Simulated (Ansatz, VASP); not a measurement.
CdS in VASP and in Ansatz

```
Cd S
1.0
     0.00000    2.93921    2.93921
     2.98330    0.00000    2.93921
     2.98330    2.93921    0.00000
Cd S
1 1
Direct
  0.00000 0.00000 0.00000
  0.25000 0.25000 0.25000
```

Change from the starting cell: uniaxial_x strain +1.5%.

Alike in both runs: task single point; functional PBE; k mesh 8 × 8 × 8; occupations fermi-dirac, width 0.02 eV; no spin polarisation.

|  | VASP | Ansatz |
| --- | --- | --- |
| version | VASP 6.6.1 | Ansatz 0.2.0 |
| potentials or method | VASP PAW PBE potentials, release 64 (Cd, S) | plane waves, PAW |
| plane-wave cutoff (eV) | 520 | 420 |
| valence electrons in the cell | 18 | 26 |

VASP gave:

- gap on the k mesh at the Fermi level (eV): 1.05
- pressure (GPa): 0.8
- traceless stress, the component that is largest in VASP (GPa): -0.19

Estimate Ansatz's values.

gap on the k mesh at the Fermi level (eV): 1.05; pressure (GPa): 0.5; traceless stress, the component that is largest in VASP (GPa): -0.20.

With one functional, cell and mesh, what is left measures potentials, basis and numerics. VASP's potentials hold 18 valence electrons a cell and Ansatz's 26, so a difference there can come from the potentials and not from the codes.
